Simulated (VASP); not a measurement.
# Pt (Fm-3m) in VASP: settings compared, part 2 of 3

VASP 6.6.1. The steps go on from the part before.

**3. Electric field gradients, PBE**

INCAR

```
  ALGO = Normal
  EDIFF = 1E-8
  ENCUT = 520
  GGA = PE
  ISIF = 2
  ISMEAR = -1
  LASPH = True
  LCHARG = False
  LEFG = True
  LREAL = False
  LWAVE = False
  NBANDS = 11
  NELM = 100
  PREC = Accurate
  SIGMA = 0.05
```

KPOINTS

```
k-points
0
Gamma
  16 16 16
```

POSCAR

```
Pt
1.0
    0.0000000000      1.9715751809      1.9715751809
    1.9715751809      0.0000000000      1.9715751809
    1.9715751809      1.9715751809      0.0000000000
Pt
1
Direct
    0.0000000000      0.0000000000      0.0000000000
```

Potentials or basis: VASP PAW PBE potentials, release 64 (Pt).

Command:

```bash
$ cat potpaw_PBE.64/Pt/POTCAR > POTCAR
$ mpirun -np 1 vasp_std > vasp.out
```

OUTCAR:

```text
EDIFF = 1E-8
   ENCUT = 520
   GGA = PE
   ISIF = 2
   ISMEAR = -1
   LASPH = True
   LREAL = False
   NELM = 100
   PREC = Accurate

 ion  position               nearest neighbor table
   1  0.000  0.000  0.000-

  LATTYP: Found a face centered cubic cell.
 ALAT       =     3.9431503618

  Lattice vectors:

 A1 = (   0.0000000000,   1.9715751809,   1.9715751809)
 A2 = (   1.9715751809,   0.0000000000,   1.9715751809)
 A3 = (   1.9715751809,   1.9715751809,   0.0000000000)

Analysis of symmetry for initial positions (statically):
=====================================================================
 Subroutine PRICEL returns:
 Original cell was already a primitive cell.

 Routine SETGRP: Setting up the symmetry group for a
 face centered cubic supercell.

[... 516 lines left out ...]
  in kB       48.1173100     48.1173100     48.1173100      0.0000000      0.0000000      0.0000000
  external PRESSURE =      48.1173100 kB  Pullay stress =       0.0000000 kB

 VOLUME and BASIS-vectors are now :
 -----------------------------------------------------------------------------
  energy-cutoff  :      520.00
  volume of cell :       15.33
      direct lattice vectors                 reciprocal lattice vectors
     0.000000000  1.971575181  1.971575181    -0.253604329  0.253604329  0.253604329
     1.971575181  0.000000000  1.971575181     0.253604329 -0.253604329  0.253604329
     1.971575181  1.971575181  0.000000000     0.253604329  0.253604329 -0.253604329

 POSITION                                       TOTAL-FORCE (eV/Angst)
 -----------------------------------------------------------------------------------
      0.00000      0.00000      0.00000         0.000000     -0.000000      0.000000
 -----------------------------------------------------------------------------------
    total drift:                                0.000000      0.000000     -0.000000

  FREE ENERGIE OF THE ION-ELECTRON SYSTEM (eV)
  ---------------------------------------------------
  free  energy   TOTEN  =        -6.1006699477 eV

  energy  without entropy=       -6.0831476323  energy(sigma->0) =       -6.09190879

 Electric field gradients (V/A^2)
---------------------------------------------------------------------
 ion       V_xx      V_yy      V_zz      V_xy      V_xz      V_yz
---------------------------------------------------------------------
   1       0.000    -0.000     0.000     0.000     0.000     0.000
---------------------------------------------------------------------

 Electric field gradients after diagonalization (V/A^2)
 (convention: |V_zz| > |V_xx| > |V_yy|)
----------------------------------------------------------------------
 ion       V_xx      V_yy      V_zz     asymmetry (V_yy - V_xx)/ V_zz
----------------------------------------------------------------------
   1      -0.000    -0.000     0.000       0.000
----------------------------------------------------------------------

           NMR quadrupolar parameters

 Cq : quadrupolar parameter    Cq=e*Q*V_zz/h
 eta: asymmetry parameters     (V_yy - V_xx)/ V_zz
 Q  : nuclear electric quadrupole moment in mb (millibarn)
----------------------------------------------------------------------
 ion       Cq(MHz)       eta       Q (mb)
----------------------------------------------------------------------
   1       0.000       0.000       1.000
----------------------------------------------------------------------
```

stdout:

```text
POSCAR found type information on POSCAR Pt
 POSCAR found :  1 types and       1 ions
 scaLAPACK will be used
 LDA part: xc-table for (Slater+PW92), standard interpolation
 POSCAR, INCAR and KPOINTS ok, starting setup
 FFT: planning ... GRIDC
 FFT: planning ... GRID_SOFT
 FFT: planning ... GRID
 WAVECAR not read
 entering main loop
ion   1
```

Run time: 22 s. Hardware: 1 thread of Intel Xeon 8259CL, shared host; peak memory 0.16 GiB.

What came out:

```yaml
Free_energy: -6.1007 eV
Pressure: 4.8 GPa
Band_gap_on_the_k_mesh: zero (bands 5 and 6 overlap by 2.17 eV)
Largest_electric_field_gradient_by_atom: zero within the noise of the run
```

Caveat: the cell stands under pressure; spin-orbit coupling is left out, which moves the levels of the heavy elements.

**4. Electric field gradients, r2SCAN**

POSCAR is that of step 3.

INCAR.step1

```
  PREC = Accurate
  ENCUT = 520
  ISMEAR = -1
  SIGMA = 0.05
  LREAL = False
  LASPH = True
  NELM = 60
  NBANDS = 11
  GGA = PE
  ALGO = Normal
  EDIFF = 1E-4
  LWAVE = True
  LCHARG = False
```

INCAR.step2

```
  PREC = Accurate
  ENCUT = 520
  EDIFF = 1E-8
  ISMEAR = -1
  SIGMA = 0.05
  LREAL = False
  LASPH = True
  NELM = 60
  ALGO = Normal
  ISIF = 2
  LWAVE = False
  LCHARG = False
  METAGGA = R2SCAN
  LMIXTAU = True
  LEFG = True
  NBANDS = 11
  ISTART = 1
```

KPOINTS

```
Automatic mesh
0
Gamma
  16 16 16
```

Potentials or basis: VASP PAW PBE potentials, release 64 (Pt).

Command:

```bash
$ cat potpaw_PBE.64/Pt/POTCAR > POTCAR
$ cp INCAR.step1 INCAR
$ mpirun -np 1 vasp_std > vasp.out
$ cp INCAR.step2 INCAR
$ mpirun -np 1 vasp_std > vasp.out
```

OUTCAR:

```text
PREC = Accurate
   ENCUT = 520
   EDIFF = 1E-8
   ISMEAR = -1
   LREAL = False
   LASPH = True
   NELM = 60
   ISIF = 2
   METAGGA = R2SCAN
   ISTART = 1

 ion  position               nearest neighbor table
   1  0.000  0.000  0.000-

  LATTYP: Found a face centered cubic cell.
 ALAT       =     3.9431503618

  Lattice vectors:

 A1 = (   0.0000000000,   1.9715751809,   1.9715751809)
 A2 = (   1.9715751809,   0.0000000000,   1.9715751809)
 A3 = (   1.9715751809,   1.9715751809,   0.0000000000)

Analysis of symmetry for initial positions (statically):
=====================================================================
 Subroutine PRICEL returns:
 Original cell was already a primitive cell.

 Routine SETGRP: Setting up the symmetry group for a
 face centered cubic supercell.

 Subroutine GETGRP returns: Found 48 space group operations
 (whereof 48 operations were pure point group operations)
 out of a pool of 48 trial point group operations.

The static configuration has the point symmetry O_h .

Analysis of symmetry for dynamics (positions and initial velocities):
=====================================================================
 Subroutine PRICEL returns:
 Original cell was already a primitive cell.

 Routine SETGRP: Setting up the symmetry group for a
 face centered cubic supercell.

 Subroutine GETGRP returns: Found 48 space group operations
 (whereof 48 operations were pure point group operations)
 out of a pool of 48 trial point group operations.

The dynamic configuration has the point symmetry O_h .

 Subroutine INISYM returns: Found 48 space group operations
 (whereof 48 operations are pure point group operations),
 and found     1 'primitive' translations

----------------------------------------------------------------------------------------

                                     Primitive cell

  volume of cell :      15.3275

  direct lattice vectors                    reciprocal lattice vectors
     0.000000000  1.971575181  1.971575181    -0.253604329  0.253604329  0.253604329
     1.971575181  0.000000000  1.971575181     0.253604329 -0.253604329  0.253604329
     1.971575181  1.971575181  0.000000000     0.253604329  0.253604329 -0.253604329

  length of vectors
     2.788228360  2.788228360  2.788228360     0.439255582  0.439255582  0.439255582

  position of ions in fractional coordinates (direct lattice)
     0.000000000  0.000000000  0.000000000

  ion indices of the primitive-cell ions
   primitive index   ion index
                 1           1

----------------------------------------------------------------------------------------

 KPOINTS: Automatic mesh

Automatic generation of k-mesh.
 Grid dimensions read from file:
 generate k-points for:   16   16   16

 Generating k-lattice:

[... 69 lines left out ...]
   POTIM  = 0.5000    time-step for ionic-motion
   TEBEG  =    0.0;   TEEND  =   0.0 temperature during run
   PSTRESS=    0.0 pullay stress
   NELECT =      10.0000    total number of electrons
   NUPDOWN=      -1.0000    fix difference up-down
   EMIN   =  10.00;   EMAX   =-10.00  energy-range for DOS
   EFERMI =   0.00;   METHOD = LEGACY
   ISMEAR =    -1;   SIGMA  =   0.05  broadening in eV -4-tet -1-fermi 0-gaus
   EFERMI_NEDOS =   21; number of points for ismear=-14 and -15
   IALGO  =     38    algorithm
   IMIX   =      4    mixing-type and parameters
     AMIX     =   0.40;   BMIX     =  1.00
     AMIX_MAG =   1.60;   BMIX_MAG =  1.00
  volume/ion in A,a.u.               =      15.33       103.43
  Fermi-wavevector in a.u.,A,eV,Ry     =   1.419880  2.683183 27.430132  2.016058
  Thomas-Fermi vector in A             =   2.540854
   LORBIT       =      0    0 simple, 1 ext, 2 COOP (PROOUT), +10 PAW based schemes
   METAGGA = R2SCAN    functional components
   LHFCALC =     F    Hartree Fock is set to
   AEXX    =    0.0000 exact exchange contribution
   IVDW    =     0    specifies the selected vdW correction
   LEPSILON=     F    determine dielectric tensor
   LRPA    =     F    only Hartree local field effects (RPA)
 non-spin polarized calculation
  energy-cutoff  :      520.00
  volume of cell :       15.33
 maximum number of plane-waves:       428
 NGX is ok and might be reduce to    24
   NGX = 11   NGY = 11   NGZ = 11

 number of electron      10.0000001 magnetization

 Free energy of the ion-electron system (eV)
  ---------------------------------------------------
  ext. energy  EPLUGINS =         0.00000000
  ---------------------------------------------------
  free energy    TOTEN  =       -51.50652173 eV

  energy without entropy =      -51.48956000  energy(sigma->0) =      -51.49804087

 E-fermi :  10.6775     XC(G=0): -14.5234

 val. band max:       10.6600572454   @ k =  -0.2500   0.1250   0.0000
 cond. band min:      10.6788967751   @ k =  -0.3750   0.3750   0.0625
 fundamental gap:      0.0188395297
 Fermi energy:        10.6775074663

 k-point     1 :       0.0000    0.0000    0.0000
  band No.  band energies     occupation
      1       0.3962      2.00000
      2       6.8861      2.00000
      3       6.8861      2.00000
      4       6.8861      2.00000
      5       8.9918      2.00000
      6       8.9918      2.00000
      7      26.2331      0.00000
      8      31.3092      0.00000
      9      31.3092      0.00000
     10      31.3092      0.00000
     11      37.1265      0.00000
[... 309 lines left out ...]
 k-point    24 :      -0.0625    0.0625    0.0000
  band No.  band energies     occupation
      1       0.8212      2.00000
      2       6.6850      2.00000
      3       7.0382      2.00000
      4       7.0830      2.00000
      5       8.8013      2.00000
      6       9.0212      2.00000
      7      26.8607      0.00000
      8      29.6996      0.00000
      9      31.3443      0.00000
     10      32.2211      0.00000
     11      38.6099      0.00000

 [... further k-points ...]

------------------------ aborting loop because EDIFF is reached ----------------------------------------

  FORCE on cell =-STRESS in cart. coord.  units (eV):
  Direction    XX          YY          ZZ          XY          YZ          ZX
  --------------------------------------------------------------------------------------
  -------------------------------------------------------------------------------------
  Total        0.0007424      0.0007424      0.0007424      0.0000000      0.0000000      0.0000000
  in kB        0.0776022      0.0776022      0.0776022      0.0000000      0.0000000      0.0000000
  external PRESSURE =       0.0776022 kB  Pullay stress =       0.0000000 kB

 VOLUME and BASIS-vectors are now :
 -----------------------------------------------------------------------------
  energy-cutoff  :      520.00
  volume of cell :       15.33
      direct lattice vectors                 reciprocal lattice vectors
     0.000000000  1.971575181  1.971575181    -0.253604329  0.253604329  0.253604329
     1.971575181  0.000000000  1.971575181     0.253604329 -0.253604329  0.253604329
     1.971575181  1.971575181  0.000000000     0.253604329  0.253604329 -0.253604329

 POSITION                                       TOTAL-FORCE (eV/Angst)
 -----------------------------------------------------------------------------------
      0.00000      0.00000      0.00000         0.000000      0.000000      0.000000
 -----------------------------------------------------------------------------------
    total drift:                               -0.000000      0.000000     -0.000000

  FREE ENERGIE OF THE ION-ELECTRON SYSTEM (eV)
  ---------------------------------------------------
  free  energy   TOTEN  =       -51.5065217320 eV

  energy  without entropy=      -51.4895600014  energy(sigma->0) =      -51.49804087

 Electric field gradients (V/A^2)
---------------------------------------------------------------------
 ion       V_xx      V_yy      V_zz      V_xy      V_xz      V_yz
---------------------------------------------------------------------
   1      -0.000     0.000     0.000     0.000     0.000     0.000
---------------------------------------------------------------------

 Electric field gradients after diagonalization (V/A^2)
 (convention: |V_zz| > |V_xx| > |V_yy|)
----------------------------------------------------------------------
 ion       V_xx      V_yy      V_zz     asymmetry (V_yy - V_xx)/ V_zz
----------------------------------------------------------------------
   1      -0.000    -0.000     0.000       0.000
----------------------------------------------------------------------

           NMR quadrupolar parameters

 Cq : quadrupolar parameter    Cq=e*Q*V_zz/h
 eta: asymmetry parameters     (V_yy - V_xx)/ V_zz
 Q  : nuclear electric quadrupole moment in mb (millibarn)
----------------------------------------------------------------------
 ion       Cq(MHz)       eta       Q (mb)
----------------------------------------------------------------------
   1       0.000       0.000       1.000
----------------------------------------------------------------------
```

OUTCAR.step1:

```text
PREC = Accurate
   ENCUT = 520
   ISMEAR = -1
   LREAL = False
   LASPH = True
   NELM = 60
[... 551 lines left out ...]
 POSITION                                       TOTAL-FORCE (eV/Angst)
 -----------------------------------------------------------------------------------
      0.00000      0.00000      0.00000         0.000000      0.000000     -0.000000
 -----------------------------------------------------------------------------------
    total drift:                                0.000000     -0.000000     -0.000000

  FREE ENERGIE OF THE ION-ELECTRON SYSTEM (eV)
  ---------------------------------------------------
  free  energy   TOTEN  =        -6.1006700116 eV

  energy  without entropy=       -6.0831475473  energy(sigma->0) =       -6.09190878
```

OSZICAR.step1:

```text
N       E                     dE             d eps       ncg     rms          rms(c)
DAV:   1     0.397349317327E+02    0.39735E+02   -0.53604E+03  3230   0.847E+02
DAV:   2    -0.582724788898E+01   -0.45562E+02   -0.43614E+02  3681   0.176E+02
DAV:   3    -0.647878792352E+01   -0.65154E+00   -0.64878E+00  3723   0.198E+01
DAV:   4    -0.648139645948E+01   -0.26085E-02   -0.26083E-02  3661   0.149E+00
DAV:   5    -0.648141771188E+01   -0.21252E-04   -0.21254E-04  3774   0.125E-01    0.123E+01
DAV:   6    -0.614159004252E+01    0.33983E+00   -0.79090E-01  3454   0.705E+00    0.651E+00
DAV:   7    -0.610404320279E+01    0.37547E-01   -0.13969E-01  3670   0.290E+00    0.250E+00
DAV:   8    -0.610084097902E+01    0.32022E-02   -0.51540E-03  3496   0.617E-01    0.542E-01
DAV:   9    -0.610066681524E+01    0.17416E-03   -0.97952E-05  3073   0.890E-02    0.468E-02
DAV:  10    -0.610067001163E+01   -0.31964E-05   -0.37001E-06  1772   0.155E-02
   1 F= -.61006700E+01 E0= -.60919088E+01  d E =-.175225E-01
```

It took 96 s on 1 thread of Intel Xeon 8259CL, shared host; peak memory 0.17 GiB.

What came out:

| Item | Value |
| --- | --- |
| Free energy | -51.5065 eV |
| Pressure | 0.0 GPa |
| Band gap on the k mesh | zero (bands 5 and 6 overlap by 2.31 eV) |
| Largest electric field gradient by atom | zero within the noise of the run |

Levels at points of the mesh, in eV from the Fermi level:
| k point | band 1 | band 2 | band 3 | band 4 | band 5 | band 6 | band 7 | band 8 | band 9 | band 10 |
| --- | --- | --- | --- | --- | --- | --- | --- | --- | --- | --- |
| (0.00, 0.00, 0.00) | -10.28 | -3.79 | -3.79 | -3.79 | -1.69 | -1.69 | 15.56 | 20.63 | 20.63 | 20.63 |
| (0.50, 0.00, 0.00) | -7.38 | -3.89 | -3.89 | -0.21 | 0.04 | 0.04 | 6.06 | 15.20 | 19.87 | 19.87 |
| (0.50, 0.50, 0.00) | -7.09 | -6.67 | -0.04 | 0.53 | 0.53 | 2.01 | 9.19 | 12.00 | 12.00 | 21.11 |

Caveat: the PAW data sets were made with another functional, which shifts forces and pressure a little; spin-orbit coupling is left out, which moves the levels of the heavy elements.

(Part 2 of 3 ends here.)
